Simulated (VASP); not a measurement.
# Be8Te7 (a cell with a defect) in VASP: single point with PBEsol

Aim: the single point of Be8Te7 (a cell with a defect) with PBEsol.

Program: VASP 6.6.1. These are calculated values, not measurements. Logs are shortened: lines on timing, memory, paths and dates and some standing lists are left out, and cuts for length are marked.

### 1 The cell of the first run

The cell holds a defect, 15 atoms: a = 7.928 Å, b = 7.928 Å, c = 7.928 Å, α = 60.00°, β = 60.00°, γ = 60.00°.

### 2 Single point, PBEsol

The input, INCAR:

```
SYSTEM = Be8Te7
PREC = Accurate
ENCUT = 520
EDIFF = 1E-6
ISMEAR = 0
SIGMA = 0.05
LREAL = Auto
LASPH = .True.
NELM = 80
ALGO = Normal
ISIF = 2
LWAVE = .False.
LCHARG = .False.
GGA = PS
NBANDS = 42
NELECT = 56.0
```

The input, KPOINTS:

```
regular mesh
0
Gamma
  4 4 4
  0 0 0
```

The input, POSCAR:

```
Be8Te7
1.0
    5.6057266001     -5.6057266001      0.0000000000
    5.6057266001      0.0000000000      5.6057266001
    0.0000000000     -5.6057266001      5.6057266001
Be Te
8 7
Direct
    0.4935139006      0.0064860459      0.5064861708
    0.5363590154      0.0014324637      0.0015469895
    0.5363590154      0.5015471143      0.5014324102
    0.4637877809      0.5362122905      0.0362121656
    1.0640565310     -0.0640564597      0.4359434868
    0.9606615492      0.0014324637      0.0015469895
    0.9606615492      0.5015471143      0.5014324102
    1.0156259672      0.4843740506     -0.0156258958
    0.1608969834      0.1119675547      0.0662384248
    0.1608969834      0.5662385497      0.6119675012
    0.0985493121      0.6283830360      0.1283829111
    0.8509016476      0.1490982454      0.6490983702
    0.5890224828      0.1631991828      0.1587558694
    0.5890224828      0.6587558159      0.6631993076
    0.6446846694      0.6283829468      0.1283830003
```

Potentials or basis: VASP PAW PBE potentials, release 64 (Be, Te).

Started as:

```console
cat potpaw_PBE.64/Be/POTCAR potpaw_PBE.64/Te/POTCAR > POTCAR
mpirun -np 1 vasp_std > vasp.out
```

OUTCAR:

```text
SYSTEM = Be8Te7
   PREC = Accurate
   ENCUT = 520
   EDIFF = 1E-6
   ISMEAR = 0
   LREAL = Auto
   LASPH = .True.
   NELM = 80
   ISIF = 2
   GGA = PS
   NELECT = 56.0

 ion  position               nearest neighbor table
   1  0.494  0.006  0.506-  14 2.27  13 2.27
   2  0.536  0.001  0.002-  15 2.42  13 2.45   9 2.49  12 2.84
   3  0.536  0.502  0.501-  15 2.42  14 2.45  10 2.49  12 2.84
   4  0.464  0.536  0.036-  15 2.40  11 2.40  14 2.41  13 2.41
   5  0.064  0.936  0.436-  12 2.39  10 2.42   9 2.42
   6  0.961  0.001  0.002-  11 2.42  13 2.45   9 2.49  12 2.84
   7  0.961  0.502  0.501-  11 2.42  14 2.45  10 2.49  12 2.84
   8  0.016  0.484  0.984-  11 2.42  15 2.42   9 2.43  10 2.43
   9  0.161  0.112  0.066-   5 2.42   8 2.43   6 2.49   2 2.49  10 3.60
  10  0.161  0.566  0.612-   5 2.42   8 2.43   7 2.49   3 2.49   9 3.60
  11  0.099  0.628  0.128-   4 2.40   8 2.42   6 2.42   7 2.42  15 3.60
  12  0.851  0.149  0.649-   5 2.39   2 2.84   6 2.84   3 2.84   7 2.84  13 3.53  14 3.53
  13  0.589  0.163  0.159-   1 2.27   4 2.41   2 2.45   6 2.45  12 3.53
  14  0.589  0.659  0.663-   1 2.27   4 2.41   3 2.45   7 2.45  12 3.53
  15  0.645  0.628  0.128-   4 2.40   8 2.42   3 2.42   2 2.42  11 3.60

  LATTYP: Found a face centered cubic cell.
 ALAT       =    11.2114532002

  Lattice vectors:

 A1 = (   5.6057266001,  -5.6057266001,   0.0000000000)
 A2 = (   5.6057266001,   0.0000000000,   5.6057266001)
 A3 = (   0.0000000000,  -5.6057266001,   5.6057266001)

Analysis of symmetry for initial positions (statically):
=====================================================================
 Subroutine PRICEL returns:
 Original cell was already a primitive cell.

 Routine SETGRP: Setting up the symmetry group for a
 face centered cubic supercell.

 Subroutine GETGRP returns: Found  4 space group operations
 (whereof  1 operations were pure point group operations)
 out of a pool of 48 trial point group operations.

The static configuration has the point symmetry C_1 .
 The point group associated with its full space group is C_2v.

Analysis of symmetry for dynamics (positions and initial velocities):
=====================================================================
 Subroutine PRICEL returns:
 Original cell was already a primitive cell.

 Routine SETGRP: Setting up the symmetry group for a
 face centered cubic supercell.

 Subroutine GETGRP returns: Found  4 space group operations
 (whereof  1 operations were pure point group operations)
 out of a pool of 48 trial point group operations.

[... 137 lines left out ...]
   IALGO  =     38    algorithm
   IMIX   =      4    mixing-type and parameters
     AMIX     =   0.40;   BMIX     =  1.00
     AMIX_MAG =   1.60;   BMIX_MAG =  1.00
  volume/ion in A,a.u.               =      23.49       158.50
  Fermi-wavevector in a.u.,A,eV,Ry     =   0.886807  1.675822 10.699975  0.786426
  Thomas-Fermi vector in A             =   2.008022
   LORBIT       =      0    0 simple, 1 ext, 2 COOP (PROOUT), +10 PAW based schemes
   GGA     = PS    functional components
   LHFCALC =     F    Hartree Fock is set to
   AEXX    =    0.0000 exact exchange contribution
   IVDW    =     0    specifies the selected vdW correction
   LEPSILON=     F    determine dielectric tensor
   LRPA    =     F    only Hartree local field effects (RPA)
 non-spin polarized calculation
 Gauss-broadening in eV      SIGMA  =   0.05
  energy-cutoff  :      520.00
  volume of cell :      352.31
 maximum number of plane-waves:      9528
 NGX is ok and might be reduce to    60
   NGX = 29   NGY = 29   NGZ = 29

 number of electron      56.0000000 magnetization

 Free energy of the ion-electron system (eV)
  ---------------------------------------------------
  ext. energy  EPLUGINS =         0.00000000
  ---------------------------------------------------
  free energy    TOTEN  =       -66.26811805 eV

  energy without entropy =      -66.26811805  energy(sigma->0) =      -66.26811805

 E-fermi :   4.1950     XC(G=0):  -8.7162

 val. band max:        3.9653075893   @ k =   0.0000   0.0000   0.0000
 cond. band min:       5.1450712976   @ k =   0.0000   0.0000   0.0000
 fundamental gap:      1.1797637083
 Fermi energy:         4.1950454855

 k-point     1 :       0.0000    0.0000    0.0000
  band No.  band energies     occupation
      1      -7.8978      2.00000
      2      -6.8332      2.00000
      3      -6.8184      2.00000
      4      -6.3875      2.00000
      5      -6.2676      2.00000
      6      -6.2053      2.00000
[... 763 lines left out ...]
     39       8.5440      0.00000
     40       8.6381      0.00000
 [bands above 40 left out]

------------------------ aborting loop because EDIFF is reached ----------------------------------------

  FORCE on cell =-STRESS in cart. coord.  units (eV):
  Direction    XX          YY          ZZ          XY          YZ          ZX
  --------------------------------------------------------------------------------------
  -------------------------------------------------------------------------------------
  Total      -21.5834192    -21.5834192    -18.2935344      2.3000948      0.0000000      0.0000000
  in kB      -98.1533428    -98.1533428    -83.1921731     10.4599733      0.0000000      0.0000000
  external PRESSURE =     -93.1662862 kB  Pullay stress =       0.0000000 kB

 VOLUME and BASIS-vectors are now :
 -----------------------------------------------------------------------------
  energy-cutoff  :      520.00
  volume of cell :      352.31
      direct lattice vectors                 reciprocal lattice vectors
     5.605726600 -5.605726600  0.000000000     0.089194503 -0.089194503 -0.089194503
     5.605726600  0.000000000  5.605726600     0.089194503  0.089194503  0.089194503
     0.000000000 -5.605726600  5.605726600    -0.089194503 -0.089194503  0.089194503

 POSITION                                       TOTAL-FORCE (eV/Angst)
 -----------------------------------------------------------------------------------
      2.80286     -5.60573      2.87558        -0.000000      0.000000      0.064418
      3.01471     -3.01535      0.01670         0.022568      0.002582     -0.011578
      5.81822     -5.81757      5.62243        -0.002582     -0.022568     -0.011578
      5.60573     -2.80286      3.20886        -0.000000      0.000000      0.002006
      5.60573     -2.80286      7.69042        -0.000000      0.000000      0.001563
      5.39324     -5.39388      0.01670         0.002582      0.022568     -0.011578
      8.19674     -8.19610      5.62243        -0.022568     -0.002582     -0.011578
      2.80286     -5.60573      8.23340        -0.000000      0.000000     -0.011859
      1.52960     -1.27326      0.99897         0.014939      0.014939      0.000159
      4.07612     -4.33247      6.60470        -0.014939     -0.014939      0.000159
      4.07498     -1.27212      4.24222         0.000920     -0.000920     -0.012098
      5.60573     -8.40859      4.47447        -0.000000      0.000000      0.032390
      4.21675     -4.19184      1.80479         0.030658      0.030658     -0.009164
      6.99470     -7.01961      7.41052        -0.030658     -0.030658     -0.009164
      7.13647     -4.33361      4.24222        -0.000920      0.000920     -0.012098
 -----------------------------------------------------------------------------------
    total drift:                                0.000324      0.000083     -0.003814

  FREE ENERGIE OF THE ION-ELECTRON SYSTEM (eV)
  ---------------------------------------------------
  free  energy   TOTEN  =       -66.2681180468 eV

  energy  without entropy=      -66.2681180468  energy(sigma->0) =      -66.26811805
```

OSZICAR:

```text
N       E                     dE             d eps       ncg     rms          rms(c)
DAV:   1     0.198546088916E+03    0.19855E+03   -0.19923E+04  1512   0.107E+03
DAV:   2    -0.450694306469E+02   -0.24362E+03   -0.23191E+03  1860   0.165E+02
DAV:   3    -0.663456217978E+02   -0.21276E+02   -0.21094E+02  1936   0.561E+01
DAV:   4    -0.669032705434E+02   -0.55765E+00   -0.55675E+00  2040   0.969E+00
DAV:   5    -0.669145065282E+02   -0.11236E-01   -0.11233E-01  2032   0.149E+00    0.109E+01
DAV:   6    -0.665596894481E+02    0.35482E+00   -0.45864E-01  1896   0.229E+00    0.654E+00
DAV:   7    -0.662624812872E+02    0.29721E+00   -0.97063E-01  1896   0.325E+00    0.102E+00
DAV:   8    -0.662680959547E+02   -0.56147E-02   -0.13471E-01  1778   0.123E+00    0.774E-01
DAV:   9    -0.662683280716E+02   -0.23212E-03   -0.57251E-03  2048   0.308E-01    0.591E-01
DAV:  10    -0.662678757083E+02    0.45236E-03   -0.22086E-03  1750   0.171E-01    0.259E-01
DAV:  11    -0.662681227382E+02   -0.24703E-03   -0.13548E-03  1880   0.120E-01    0.142E-01
DAV:  12    -0.662681035842E+02    0.19154E-04   -0.10461E-04  1886   0.460E-02    0.737E-02
DAV:  13    -0.662681122967E+02   -0.87125E-05   -0.10775E-04  1904   0.333E-02    0.178E-02
DAV:  14    -0.662681181387E+02   -0.58420E-05   -0.15942E-05  1790   0.141E-02    0.273E-02
DAV:  15    -0.662681180468E+02    0.91890E-07   -0.88668E-07  1328   0.400E-03
   1 F= -.66268118E+02 E0= -.66268118E+02  d E =-.298866E-12
```

Run time: 4.2 min. Hardware: 1 thread of Intel Xeon 6975P-C (Granite Rapids), shared host; peak memory 0.55 GiB.

What came out:

```yaml
Free_energy: -66.2681 eV
Largest_force: 0.064 eV/Å
```

Forces on the atoms (eV/Å):
```
Be   0.000  0.000  0.064
Be   0.023  0.003 -0.012
Be  -0.003 -0.023 -0.012
Be   0.000  0.000  0.002
Be   0.000  0.000  0.002
Be   0.003  0.023 -0.012
Be  -0.023 -0.003 -0.012
Be   0.000  0.000 -0.012
Te   0.015  0.015  0.000
Te  -0.015 -0.015  0.000
Te   0.001 -0.001 -0.012
Te   0.000  0.000  0.032
Te   0.031  0.031 -0.009
Te  -0.031 -0.031 -0.009
Te  -0.001  0.001 -0.012
```

Levels at points of the mesh, in eV from the Fermi level:
```
           k point  band 24  band 25  band 26  band 27  band 28  band 29  band 30  band 31  band 32  band 33
(0.00, 0.00, 0.00)    -1.17    -1.04    -0.33    -0.30    -0.23     0.95     2.05     2.16     2.65     2.83
(0.50, 0.00, 0.00)    -1.58    -1.16    -1.04    -0.87    -0.59     1.12     1.75     2.61     2.79     2.90
(0.00, 0.50, 0.00)    -1.60    -1.27    -1.11    -0.67    -0.52     1.12     1.21     2.59     2.63     2.97
(0.50, 0.50, 0.00)    -1.39    -1.29    -1.23    -1.13    -0.88     1.63     1.86     2.25     2.29     3.28
(0.00, 0.50, 0.50)    -1.55    -1.14    -1.12    -0.93    -0.92     0.99     1.16     2.55     2.63     2.74
```

Caveat: the cell carries a net charge on a neutralising background, which shifts energy and pressure; the cell is charged against a uniform background, so pressure and absolute levels hang on convention; the PAW data sets were made with another functional, which shifts forces and pressure a little; spin-orbit coupling is left out, which moves the levels of the heavy elements.
